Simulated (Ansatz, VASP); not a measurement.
# Mg2Ge2N in VASP and in Ansatz

The input INCAR:

```
PREC     = Accurate       # precision mode
ENCUT    = 600            # plane-wave cutoff, eV
EDIFF    = 1E-6           # SCF threshold, eV
ISMEAR   = 0              # smearing method
SIGMA    = 0.1            # smearing width, eV
LREAL    = False          # projectors in reciprocal space
LASPH    = True           # aspherical terms in the spheres
NELM     = 100            # most SCF steps
ALGO     = Normal         # electronic algorithm
ISIF     = 3              # what is computed and relaxed
LWAVE    = False          # write WAVECAR
LCHARG   = False          # write CHGCAR
GGA      = PE             # functional
IBRION   = 2              # ionic algorithm
NSW      = 90             # ionic steps
EDIFFG   = -0.04          # ionic threshold
```

Contents of KPOINTS:

```
Automatic mesh
0
Gamma
  4 4 4
```

The input POSCAR:

```
Mg2Ge2N
1.0
    3.8227930700      0.0000000000      0.0000000000
    0.0000000000      3.8227930700      0.0000000000
    0.0000000000      0.0000000000      6.3373474700
Mg Ge N
2 2 1
Direct
    0.5000000000      0.0000000000      0.7384915000
    0.0000000000      0.5000000000      0.7384915000
    0.0000000000      0.0000000000      0.2634409000
    0.0000000000      0.0000000000      0.8451109200
    0.5000000000      0.5000000000      0.1936715300
```

Input for Ansatz:

```yaml
crystal:
  lattice:
    - [3.82279307, 0.0, 0.0]
    - [0.0, 3.82279307, 0.0]
    - [0.0, 0.0, 6.33734747]
  atoms:
    - { symbol: Mg, position: [0.5, 0.0, 0.7384915] }
    - { symbol: Mg, position: [0.0, 0.5, 0.7384915] }
    - { symbol: Ge, position: [0.0, 0.0, 0.2634409] }
    - { symbol: Ge, position: [0.0, 0.0, 0.84511092] }
    - { symbol: "N", position: [0.5, 0.5, 0.19367153] }
basis:
  ecutwfc: 420
kpoints:
  mp_grid: { grid: [4, 4, 4] }
hamiltonian:
  xc: pbe
scf:
  occupations: { method: gaussian, width: 0.1 }
  lower_state_search: "off"
output:
  forces: true
  stress: true
  eigenvalues: true
relax:
  adjacent_minimum: "off"
  f_tol: 0.04
  max_steps: 70
  cell: { stress_tol: 0.4 }
```

Alike in both runs: task relaxation of cell and atoms; functional PBE; k mesh 4 × 4 × 4; occupations gaussian, width 0.1 eV; no spin polarisation.

|  | VASP | Ansatz |
| --- | --- | --- |
| version | VASP 6.6.1 | Ansatz 0.2.0 |
| potentials or method | VASP PAW PBE potentials, release 64 (Mg, Ge_d, N), cutoff 600 eV | scalar-relativistic, plane waves, PAW |
| valence electrons in the cell | 37 | 53 |

Ansatz gave:

- gap on the k mesh at the Fermi level, each at its own relaxed structure (eV): none
- relaxed volume (Å³/atom): 21.83
- relaxed cell length with the largest relative difference (Å): 4.044

Problem. Which values does VASP return?

Solution. gap on the k mesh at the Fermi level, each at its own relaxed structure (eV): none; relaxed volume (Å³/atom): 21.93; relaxed cell length with the largest relative difference (Å): 4.052.

A gap of «none» marks a metal or a gap that the smearing closes. VASP's potentials hold 37 valence electrons a cell and Ansatz's 53, so a difference there can come from the potentials and not from the codes.

The k mesh is coarse, so the values compare programs but aren't converged. Noted on VASP's run: the volume moved by over 15 % at a fixed basis, so the end points are rough.
